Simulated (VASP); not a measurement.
# InSb (Pmmn) in VASP: a series of runs

Runs on InSb. Level: PBE+D3(BJ). Tasks: single point.

Everything below comes from runs of VASP 6.6.1. Logs are shortened: lines on timing, memory, paths and dates and some standing lists are left out, and cuts for length are marked.

## (1) The cell of the first run

It takes space group Pmmn (No. 59, orthorhombic). The conventional cell has a = 5.613 Å, b = 5.616 Å, c = 3.405 Å, α = 90.00°, β = 90.00°, γ = 90.00°. In (site symmetry mm2) has 8 Sb at 3.04 to 3.59 Å and 6 In at 3.40 to 3.97 Å within 4.0 Å. Sb (site symmetry mm2) has 8 In at 3.04 to 3.59 Å and 2 Sb at 3.40 Å within 4.0 Å.

## (2) Single point, PBE+D3(BJ)

The input, INCAR:

```
ALGO     = Normal         # electronic algorithm
EDIFF    = 1E-6           # SCF threshold, eV
ENCUT    = 520            # plane-wave cutoff, eV
GGA      = PE             # functional
ISIF     = 2              # what is computed and relaxed
ISMEAR   = 0              # smearing method
IVDW     = 12             # dispersion correction
LASPH    = True           # aspherical terms in the spheres
LCHARG   = False          # write CHGCAR
LREAL    = False          # projectors in reciprocal space
LWAVE    = False          # write WAVECAR
NBANDS   = 26             # bands
NELM     = 100            # most SCF steps
PREC     = Accurate       # precision mode
SIGMA    = 0.05           # smearing width, eV
```

The input, KPOINTS:

```
k-points
0
Gamma
  4 4 8
```

The input, POSCAR:

```
InSb
1.0
    5.6125387992      0.0000000000      0.0000000000
    0.0000000000      5.6158455717      0.0000000000
    0.0000000000      0.0000000000      3.4047777960
In Sb
2 2
Direct
    0.0000000000      0.0000000000      0.0008859710
    0.5000000000      0.5000000000     -0.0008859710
    0.5000000000      0.0000000000      0.6579777705
    0.0000000000      0.5000000000      0.3420222295
```

Potentials or basis: VASP PAW PBE potentials, release 64 (In_d, Sb).

Command:

```
$ cat potpaw_PBE.64/In_d/POTCAR potpaw_PBE.64/Sb/POTCAR > POTCAR
$ mpirun -np 1 vasp_std > vasp.out
```

OUTCAR:

```text
EDIFF = 1E-6
   ENCUT = 520
   GGA = PE
   ISIF = 2
   ISMEAR = 0
   IVDW = 12
   LASPH = True
   LREAL = False
   NELM = 100
   PREC = Accurate
 IVDW          = 12

 ion  position               nearest neighbor table
   1  0.000  0.000  0.001-   4 3.04   4 3.04   3 3.04   3 3.04   3 3.59   3 3.59   4 3.59   4 3.59
                             2 3.97   2 3.97   2 3.97   2 3.97
   2  0.500  0.500  0.999-   3 3.04   3 3.04   4 3.04   4 3.04   4 3.59   4 3.59   3 3.59   3 3.59
                             1 3.97   1 3.97   1 3.97   1 3.97
   3  0.500  0.000  0.658-   2 3.04   2 3.04   1 3.04   1 3.04   1 3.59   1 3.59   2 3.59   2 3.59

   4  0.000  0.500  0.342-   1 3.04   1 3.04   2 3.04   2 3.04   2 3.59   2 3.59   1 3.59   1 3.59

  LATTYP: Found a simple orthorhombic cell.
 ALAT       =     3.4047777960
 B/A-ratio  =     1.6484302752
 C/A-ratio  =     1.6494014905

  Lattice vectors:

 A1 = (   0.0000000000,   0.0000000000,   3.4047777960)
 A2 = (   5.6125387992,   0.0000000000,   0.0000000000)
 A3 = (   0.0000000000,   5.6158455717,   0.0000000000)

Analysis of symmetry for initial positions (statically):
=====================================================================
 Subroutine PRICEL returns:
 Original cell was already a primitive cell.

 Routine SETGRP: Setting up the symmetry group for a
 simple orthorhombic supercell.

 Subroutine GETGRP returns: Found  8 space group operations
 (whereof  4 operations were pure point group operations)
 out of a pool of  8 trial point group operations.

The static configuration has the point symmetry C_2v.
 The point group associated with its full space group is D_2h.

Analysis of symmetry for dynamics (positions and initial velocities):
=====================================================================
 Subroutine PRICEL returns:
 Original cell was already a primitive cell.

 Routine SETGRP: Setting up the symmetry group for a
 simple orthorhombic supercell.

 Subroutine GETGRP returns: Found  8 space group operations
 (whereof  4 operations were pure point group operations)
 out of a pool of  8 trial point group operations.

The dynamic configuration has the point symmetry C_2v.
 The point group associated with its full space group is D_2h.

 Subroutine INISYM returns: Found  8 space group operations
 (whereof  4 operations are pure point group operations),
 and found     1 'primitive' translations

----------------------------------------------------------------------------------------

                                     Primitive cell

  volume of cell :     107.3157

  direct lattice vectors                    reciprocal lattice vectors
     5.612538799  0.000000000  0.000000000     0.178172488  0.000000000  0.000000000
     0.000000000  5.615845572  0.000000000     0.000000000  0.178067575  0.000000000
     0.000000000  0.000000000  3.404777796     0.000000000  0.000000000  0.293704923

  length of vectors
     5.612538799  5.615845572  3.404777796     0.178172488  0.178067575  0.293704923

  position of ions in fractional coordinates (direct lattice)
     0.000000000  0.000000000  0.000885971
     0.500000000  0.500000000  0.999114029
     0.500000000  0.000000000  0.657977770
     0.000000000  0.500000000  0.342022230

  ion indices of the primitive-cell ions
   primitive index   ion index
                 1           1
                 2           2
                 3           3
                 4           4

----------------------------------------------------------------------------------------

 KPOINTS: k-points

Automatic generation of k-mesh.
 Grid dimensions read from file:
 generate k-points for:    4    4    8

 Generating k-lattice:

  Cartesian coordinates                     Fractional coordinates (reciprocal lattice)
     0.044543122  0.000000000  0.000000000     0.250000000  0.000000000  0.000000000
     0.000000000  0.044516894  0.000000000     0.000000000  0.250000000  0.000000000
     0.000000000  0.000000000  0.036713115     0.000000000  0.000000000  0.125000000

  Length of vectors
     0.044543122  0.044516894  0.036713115

  Shift w.r.t. Gamma in fractional coordinates (k-lattice)
     0.000000000  0.000000000  0.000000000

 Subroutine IBZKPT returns following result:
 ===========================================

 Found     45 irreducible k-points:

 Following reciprocal coordinates:
            Coordinates               Weight
  0.000000  0.000000  0.000000      1.000000
  0.250000  0.000000  0.000000      2.000000
  0.500000  0.000000  0.000000      1.000000
  0.000000  0.250000  0.000000      2.000000
  0.250000  0.250000  0.000000      4.000000
  0.500000  0.250000  0.000000      2.000000
[... 16 lines left out ...]
  0.250000  0.250000  0.250000      8.000000
  0.500000  0.250000  0.250000      4.000000
 [... further k-points ...]
   k-points           NKPTS =     45   k-points in BZ     NKDIM =     45   number of bands    NBANDS=     26
   number of dos      NEDOS =    301   number of ions     NIONS =      4
   total plane-waves  NPLWV =  49392
   dimension x,y,z NGX =    42 NGY =   42 NGZ =   28
   dimension x,y,z NGXF=    84 NGYF=   84 NGZF=   56
   ions per type =               2   2
   NGX,Y,Z   is equivalent  to a cutoff of  12.44, 12.43, 13.67 a.u.
   NGXF,Y,Z  is equivalent  to a cutoff of  24.88, 24.87, 27.34 a.u.
 SYSTEM =  unknown system
   PREC   = accura    normal or accurate (medium, high low for compatibility)
   ISTART =      0    job   : 0-new  1-cont  2-samecut
   ICHARG =      2    charge: 1-file 2-atom 10-const
   ISPIN  =      1    spin polarized calculation?
   LNONCOLLINEAR =      F non collinear calculations
   LSORBIT =      F    spin-orbit coupling
   LASPH  =      T    aspherical Exc in radial PAW
   ENCUT  =  520.0 eV  38.22 Ry    6.18 a.u.  10.44 10.44  6.33*2*pi/ulx,y,z
   NELM   =    100;   NELMIN=  2; NELMDL= -5     # of ELM steps
   EDIFF  = 0.1E-05   stopping-criterion for ELM
   LREAL  =      F    real-space projection
   EDIFFG = 0.1E-04   stopping-criterion for IOM
   NSW    =      0    number of steps for IOM
   IBRION =     -1    ionic relax: 0-MD 1-quasi-New 2-CG
   NFREE  =      0    steps in history (QN), initial steepest desc. (CG)
   ISIF   =      2    stress and relaxation
   ISYM   =      2    0-nonsym 1-usesym 2-fastsym
   POTIM  = 0.5000    time-step for ionic-motion
   TEBEG  =    0.0;   TEEND  =   0.0 temperature during run
   PSTRESS=    0.0 pullay stress
   NELECT =      36.0000    total number of electrons
   NUPDOWN=      -1.0000    fix difference up-down
   EMIN   =  10.00;   EMAX   =-10.00  energy-range for DOS
   EFERMI =   0.00;   METHOD = LEGACY
   ISMEAR =     0;   SIGMA  =   0.05  broadening in eV -4-tet -1-fermi 0-gaus
   EFERMI_NEDOS =   21; number of points for ismear=-14 and -15
   IALGO  =     38    algorithm
   IMIX   =      4    mixing-type and parameters
     AMIX     =   0.40;   BMIX     =  1.00
     AMIX_MAG =   1.60;   BMIX_MAG =  1.00
  volume/ion in A,a.u.               =      26.83       181.05
  Fermi-wavevector in a.u.,A,eV,Ry     =   1.137508  2.149579 17.604920  1.293925
  Thomas-Fermi vector in A             =   2.274213
   LORBIT       =      0    0 simple, 1 ext, 2 COOP (PROOUT), +10 PAW based schemes
   GGA     = PE    functional components
   LHFCALC =     F    Hartree Fock is set to
   AEXX    =    0.0000 exact exchange contribution
   IVDW    =    12    specifies the selected vdW correction
   LEPSILON=     F    determine dielectric tensor
   LRPA    =     F    only Hartree local field effects (RPA)
 non-spin polarized calculation
 Gauss-broadening in eV      SIGMA  =   0.05
  energy-cutoff  :      520.00
  volume of cell :      107.32
 maximum number of plane-waves:      2932
 NGX is ok and might be reduce to    42
   NGX = 21   NGY = 21   NGZ = 13

 number of electron      36.0000003 magnetization

 Free energy of the ion-electron system (eV)
  ---------------------------------------------------
  ext. energy  EPLUGINS =         0.00000000
  ---------------------------------------------------
  free energy    TOTEN  =       -13.34085241 eV

  energy without entropy =      -13.33825691  energy(sigma->0) =      -13.33955466

 E-fermi :   7.8060     XC(G=0): -10.1434

 val. band max:        7.7910772086   @ k =   0.0000   0.2500   0.3750
 cond. band min:       7.8527236233   @ k =   0.0000   0.0000   0.2500
 fundamental gap:      0.0616464147
 Fermi energy:         7.8059694628

 k-point     1 :       0.0000    0.0000    0.0000
  band No.  band energies     occupation
      1      -6.9716      2.00000
      2      -6.9618      2.00000
      3      -6.9239      2.00000
      4      -6.8398      2.00000
      5      -6.7887      2.00000
      6      -6.7597      2.00000
[... 18 lines left out ...]
     25      15.2069      0.00000
     26      15.2110      0.00000

 k-point     2 :       0.2500    0.0000    0.0000
  band No.  band energies     occupation
      1      -6.9628      2.00000
      2      -6.9331      2.00000
      3      -6.9253      2.00000
      4      -6.8234      2.00000
      5      -6.8052      2.00000
      6      -6.7572      2.00000
[... 18 lines left out ...]
     25      15.1566      0.00000
     26      15.5339      0.00000

 k-point     3 :       0.5000    0.0000    0.0000
  band No.  band energies     occupation
      1      -6.9448      2.00000
      2      -6.9448      2.00000
      3      -6.8587      2.00000
      4      -6.8587      2.00000
      5      -6.7816      2.00000
      6      -6.7816      2.00000
[... 572 lines left out ...]
 k-point    23 :       0.2500    0.2500    0.2500
  band No.  band energies     occupation
      1      -6.8831      2.00000
      2      -6.8425      2.00000
      3      -6.8322      2.00000
      4      -6.8173      2.00000
      5      -6.8110      2.00000
      6      -6.8067      2.00000
[... 18 lines left out ...]
     25      13.7935      0.00000
     26      14.0822      0.00000

 k-point    24 :       0.5000    0.2500    0.2500
  band No.  band energies     occupation
      1      -6.8490      2.00000
      2      -6.8490      2.00000
      3      -6.8258      2.00000
      4      -6.8258      2.00000
      5      -6.8215      2.00000
      6      -6.8215      2.00000
[... 18 lines left out ...]
     25      13.4183      0.00000
     26      13.4183      0.00000

 [... further k-points ...]

------------------------ aborting loop because EDIFF is reached ----------------------------------------

 Edisp (eV)   -1.69495

 E8    (eV) :    -0.8133

  FORCE on cell =-STRESS in cart. coord.  units (eV):
  Direction    XX          YY          ZZ          XY          YZ          ZX
  --------------------------------------------------------------------------------------
  -------------------------------------------------------------------------------------
  Total      -0.21403    -0.22705    -0.20890     0.00000     0.00000     0.00000
  in kB      -3.19542    -3.38979    -3.11880     0.00000     0.00000     0.00000
  external pressure =       -3.23 kB  Pullay stress =        0.00 kB

 VOLUME and BASIS-vectors are now :
 -----------------------------------------------------------------------------
  energy-cutoff  :      520.00
  volume of cell :      107.32
      direct lattice vectors                 reciprocal lattice vectors
     5.612538799  0.000000000  0.000000000     0.178172488  0.000000000  0.000000000
     0.000000000  5.615845572  0.000000000     0.000000000  0.178067575  0.000000000
     0.000000000  0.000000000  3.404777796     0.000000000  0.000000000  0.293704923

 POSITION                                       TOTAL-FORCE (eV/Angst)
 -----------------------------------------------------------------------------------
      0.00000      0.00000      0.00302         0.000000      0.000000     -0.000653
      2.80627      2.80792      3.40176         0.000000      0.000000      0.000653
      2.80627      0.00000      2.24027         0.000000      0.000000      0.008390
      0.00000      2.80792      1.16451         0.000000      0.000000     -0.008390
 -----------------------------------------------------------------------------------
    total drift:                                0.000000     -0.000000     -0.000000

  FREE ENERGIE OF THE ION-ELECTRON SYSTEM (eV)
  ---------------------------------------------------
  free  energy   TOTEN  =       -15.0357981942 eV

  energy  without entropy=      -15.0332026921  energy(sigma->0) =      -15.03450044
```

Run time: 56 s. Hardware: 1 thread of Intel Xeon 6975P-C (Granite Rapids), shared host; peak memory 0.29 GiB.

Results:

| Item | Value |
| --- | --- |
| Free energy | -15.0358 eV |
| Pressure | -0.3 GPa |
| Largest force | 0.008 eV/Å |
| Band gap on the k mesh | zero (band 18 reaches 9.80 eV, above the bottom of band 19 at 6.34 eV) |
| Dispersion energy per atom | -0.424 eV |

Forces in eV/Å, atoms in the order of the input:
```
In   0.000  0.000 -0.001
In   0.000  0.000  0.001
Sb   0.000  0.000  0.008
Sb   0.000  0.000 -0.008
```

Caveat: three body term missing; spin-orbit coupling is left out, which moves the levels of the heavy elements; pairwise dispersion overbinds metals, which lowers pressure and volume.

## (3) Single point, PBE+D3(BJ) (volume scaled by 1.02)

The input, INCAR:

```
ALGO = Normal ; EDIFF = 1E-6
ENCUT = 520 ; GGA = PE
ISIF = 2 ; ISMEAR = 0
IVDW = 12 ; LASPH = T
LCHARG = F ; LREAL = F
LWAVE = F ; NBANDS = 26
NELM = 80 ; PREC = Accurate
SIGMA = 0.05
```

KPOINTS is that of step 2.

The input, POSCAR:

```
InSb
1.0
    5.6418230910      0.0000000000      0.0000000000
    0.0000000000      5.6434495062      0.0000000000
    0.0000000000      0.0000000000      3.4190115531
In Sb
2 2
Direct
    0.0000000000      0.0000000000      0.0005332708
    0.5000000000      0.5000000000     -0.0005332708
    0.5000000000      0.0000000000      0.6632077935
    0.0000000000      0.5000000000      0.3367922065
```

Potentials or basis: VASP PAW PBE potentials, release 64 (In_d, Sb).

Command:

```
$ cat potpaw_PBE.64/In_d/POTCAR potpaw_PBE.64/Sb/POTCAR > POTCAR
$ mpirun -np 1 vasp_std > vasp.out
```

Run time: 58 s. Hardware: 1 thread of Intel Xeon 6975P-C (Granite Rapids), shared host; peak memory 0.29 GiB.

It converged, with:

| Item | Value |
| --- | --- |
| Free energy | -15.0300 eV |
| Pressure | -1.0 GPa |
| Largest force | 0.004 eV/Å |
| Band gap on the k mesh | zero (band 18 reaches 9.58 eV, above the bottom of band 19 at 6.20 eV) |
| Dispersion energy per atom | -0.418 eV |

Forces on the atoms (eV/Å):
```
In   0.000  0.000  0.000
In   0.000  0.000  0.000
Sb   0.000  0.000 -0.004
Sb   0.000  0.000  0.004
```

Levels at points of the mesh, in eV from the Fermi level:
```csv
k point,band 14,band 15,band 16,band 17,band 18,band 19,band 20,band 21,band 22,band 23
"(0.00, 0.00, 0.00)",-4.66,-4.66,-2.53,-1.63,-1.63,2.39,2.47,3.53,5.34,7.29
"(0.50, 0.00, 0.00)",-5.52,-3.50,-3.50,0.74,0.74,2.42,2.42,4.38,4.38,5.45
"(0.00, 0.50, 0.00)",-5.52,-3.50,-3.50,0.73,0.73,2.42,2.42,4.38,4.38,5.46
"(0.50, 0.50, 0.00)",-7.40,0.06,0.06,1.97,1.97,2.58,2.58,2.62,2.62,2.88
"(0.00, 0.00, 0.50)",-3.29,-2.46,-1.71,-1.70,-1.42,-1.41,-0.68,1.27,1.48,2.96
"(0.50, 0.00, 0.50)",-5.37,-1.87,-1.87,-1.53,-1.53,-1.27,-1.27,1.76,1.76,3.46
"(0.00, 0.50, 0.50)",-5.37,-1.87,-1.87,-1.52,-1.52,-1.26,-1.26,1.76,1.76,3.45
"(0.50, 0.50, 0.50)",-4.46,-4.19,-4.19,-3.60,-3.60,2.53,2.53,4.15,4.15,4.72
```

Caveat: spin-orbit coupling is left out, which moves the levels of the heavy elements; pairwise dispersion overbinds metals, which lowers pressure and volume.
